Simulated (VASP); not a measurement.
Write the native input for VASP 6.6.1 that does the following.

| Quantity | Value |
| --- | --- |
| Task | single point |
| Functional | PBEsol |
| Potentials or basis | VASP PAW PBE potentials, release 64 (Sn_d, Se) |
| Cutoff | 520 eV |
| k mesh | 10 × 10 × 10 |
| Occupations | gaussian, width 0.05 eV |
| Spin | no spin polarisation |
| Dipole correction | no |
| Further INCAR settings | ALGO = Normal; EDIFF = 1e-06; NBANDS = 17 |

The structure of SnSe lies in POSCAR:

```
SnSe
1.0
    0.0000000000      2.6485566479      3.7450591002
    2.6485566479      0.0000000000      3.7450591002
    2.6485566479      2.6485566479      0.0000000000
Sn Se
1 1
Direct
    0.0000000000      0.0000000000      0.0000000000
    0.5000000000      0.5000000000      0.5000000000
```

This cell differs from its parent crystal: ratio of the length along z to the lengths across it x 1.414, volume and fractional coordinates fixed.

These files were run (other wordings do the same):

INCAR

```
SYSTEM = SnSe
ALGO     = Normal         ! electronic algorithm
EDIFF    = 1E-6           ! SCF threshold, eV
ENCUT    = 520            ! plane-wave cutoff, eV
GGA      = PS             ! functional
ISIF     = 2              ! what is computed and relaxed
ISMEAR   = 0              ! smearing method
LASPH    = .True.         ! aspherical terms in the spheres
LCHARG   = .False.        ! write CHGCAR
LREAL    = .False.        ! projectors in reciprocal space
LWAVE    = .False.        ! write WAVECAR
NBANDS   = 17             ! bands
NELM     = 80             ! most SCF steps
PREC     = Accurate       ! precision mode
SIGMA    = 0.05           ! smearing width, eV
```

KPOINTS

```
k-points
0
Gamma
  10 10 10
  0 0 0
```

Potentials or basis: VASP PAW PBE potentials, release 64 (Sn_d, Se).

The run is started by

```bash
$ cat potpaw_PBE.64/Sn_d/POTCAR potpaw_PBE.64/Se/POTCAR > POTCAR
$ mpirun -np 1 vasp_std > vasp.out
```

It gave:

The pressure is 12.6 GPa and the band gap on the k mesh is zero (bands 10 and 11 overlap by 0.79 eV).

Caveat: the stress differs along the axes, from -5 to 21 GPa; semilocal functionals underestimate gaps, and a narrow one can read as zero; the PAW data sets were made with another functional, which shifts forces and pressure a little; spin-orbit coupling is left out, which moves the levels of the heavy elements.

Wall time 120 s on 1 thread of Intel Xeon 8259CL, with other jobs on the host, peak memory 0.25 GiB.
